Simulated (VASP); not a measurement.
Wanted: the native input for a VASP 6.6.1 run.

| Item | Value |
| --- | --- |
| Task | single point |
| Functional | r2SCAN |
| Dispersion | D3(BJ) |
| Potentials or basis | VASP PAW PBE potentials, release 64 (C_h, H_h) |
| Cutoff | 1060 eV |
| k mesh | 1 × 1 × 1 |
| Occupations | fermi-dirac, width 0.05 eV |
| Spin | no spin polarisation |
| Dipole correction | no |
| Further INCAR settings | LREAL = Auto; ALGO = Normal; EDIFF = 1e-06; NBANDS = 58 |

H4C:

```
C H
1.0
     7.68347    0.00000    0.00000
     0.00000    7.68347    0.00000
     0.00000    0.00000    7.68347
C H
8 32
Direct
  0.11332 0.75925 0.35219
  0.10486 0.40959 0.91914
  0.44003 0.09551 0.85437
  0.60526 0.91987 0.26931
  0.89750 0.85490 0.78821
  0.79735 0.39588 0.27377
  0.47526 0.65349 0.66233
  0.30867 0.29239 0.38889
  0.17868 0.87604 0.39808
  0.06723 0.68442 0.46293
  0.20353 0.68074 0.27680
  0.00341 0.79620 0.27098
  0.05622 0.50830 0.00810
  0.06441 0.44090 0.78701
  0.05320 0.28309 0.95597
  0.24601 0.40582 0.92568
  0.38512 0.13312 0.97892
  0.34965 0.00949 0.78767
  0.56254 0.02831 0.87565
  0.46244 0.21068 0.77528
  0.55464 0.96950 0.39175
  0.67532 0.02298 0.20272
  0.49809 0.87658 0.18808
  0.69190 0.81098 0.29500
  0.90407 0.95293 0.89020
  0.83420 0.73874 0.83839
  0.02832 0.82239 0.74556
  0.82339 0.90546 0.67858
  0.73772 0.40257 0.14553
  0.84698 0.26527 0.29629
  0.70075 0.42741 0.37218
  0.90408 0.48792 0.28086
  0.52513 0.73755 0.76431
  0.37759 0.56617 0.71578
  0.58162 0.57807 0.60722
  0.41664 0.73271 0.56078
  0.33798 0.42073 0.43994
  0.28007 0.20486 0.49633
  0.42022 0.24386 0.31706
  0.19667 0.30044 0.30285
```

These files were run (other wordings do the same):

POSCAR

```
H4C
1.0
    7.6834750000      0.0000000000      0.0000000000
    0.0000000000      7.6834750000      0.0000000000
    0.0000000000      0.0000000000      7.6834750000
C H
8 32
Direct
    0.1133217211      0.7592539494      0.3521917460
    0.1048601968      0.4095933675      0.9191356070
    0.4400265693      0.0955069470      0.8543707791
    0.6052591755     -0.0801251096      0.2693128048
    0.8975024996      0.8548986018      0.7882121442
    0.7973526684      0.3958807127      0.2737699180
    0.4752574073      0.6534884552      0.6623305187
    0.3086661691      0.2923856485      0.3888938685
    0.1786816412      0.8760443952      0.3980843082
    0.0672308907      0.6844173339      0.4629287233
    0.2035303145      0.6807367183      0.2768043167
    0.0034145461      0.7961981416      0.2709833026
    0.0562243484      0.5083036832      1.0080952538
    0.0644133385      0.4409004398      0.7870131399
    0.0531958172      0.2830914590      0.9559672221
    0.2460129131      0.4058186432      0.9256836857
    0.3851218621      0.1331197767      0.9789179368
    0.3496496794      0.0094882835      0.7876745386
    0.5625398648      0.0283122729      0.8756495711
    0.4624388075      0.2106774268      0.7752757168
    0.5546353228     -0.0305017400      0.3917511042
    0.6753171266      0.0229785494      0.2027177779
    0.4980875880     -0.1234207399      0.1880780627
    0.6919018018     -0.1890204507      0.2949974066
    0.9040687962      0.9529343097      0.8901955515
    0.8341972936      0.7387444303      0.8383892538
    1.0283234784      0.8223934204      0.7455580356
    0.8233882286      0.9054626118      0.6785818298
    0.7377225522      0.4025706537      0.1455311901
    0.8469821847      0.2652729042      0.2962938708
    0.7007467832      0.4274059514      0.3721799616
    0.9040841850      0.4879183458      0.2808591887
    0.5251294574      0.7375500202      0.7643096345
    0.3775909898      0.5661747679      0.7157759084
    0.5816233309      0.5780694027      0.6072226809
    0.4166350225      0.7327081534      0.5607785301
    0.3379796672      0.4207339622      0.4399418606
    0.2800736348      0.2048596668      0.4963334793
    0.4202221114      0.2438552532      0.3170613947
    0.1966730140      0.3004386806      0.3028504764
```

INCAR.step1

```
SYSTEM = H4C
ALGO = Normal ; EDIFF = 1E-5
ENCUT = 1060 ; GGA = PE
GGA_COMPAT = .False. ; ISMEAR = -1
LASPH = .True. ; LCHARG = .False.
LREAL = Auto ; LWAVE = .True.
NBANDS = 58 ; NELM = 120
PREC = Accurate ; SIGMA = 0.05
```

INCAR.step2

```
SYSTEM = H4C
ALGO = Normal ; EDIFF = 1E-6
ENCUT = 1060 ; GGA_COMPAT = .False.
ISIF = 2 ; ISMEAR = -1
ISTART = 1 ; IVDW = 12
LASPH = .True. ; LCHARG = .True.
LELF = .True. ; LMIXTAU = .True.
LREAL = Auto ; LVHAR = .True.
LWAVE = .False. ; METAGGA = R2SCAN
NBANDS = 58 ; NELM = 120
PREC = Accurate ; SIGMA = 0.05
VDW_A1 = 0.49484001 ; VDW_A2 = 5.73083694
VDW_S6 = 1.0 ; VDW_S8 = 0.78981345
```

KPOINTS

```
k-points
0
Gamma
  1 1 1
  0 0 0
```

Potentials or basis: VASP PAW PBE potentials, release 64 (C_h, H_h).

The run is started by

```sh
$ cat potpaw_PBE.64/C_h/POTCAR potpaw_PBE.64/H_h/POTCAR > POTCAR
$ cp INCAR.step1 INCAR
$ mpirun -np 1 vasp_gam > vasp.out
$ cp INCAR.step2 INCAR
$ mpirun -np 1 vasp_gam > vasp.out
```

Results of the run:

```
Pressure                   : 0.2 GPa
Largest force              : 0.073 eV/Å
Band gap on the k mesh     : 8.14 eV
Dispersion energy per atom : -0.015 eV
```

Caveat: the k points lie up to 0.82 Å⁻¹ apart; the PAW data sets were made with another functional, which shifts forces and pressure a little.

Wall time 9.8 min on 1 thread of Intel(R) Xeon(R) Platinum 8259CL CPU @ 2.50GHz (Skylake/Cascade Lake) (shared host), peak memory 1.2 GiB.
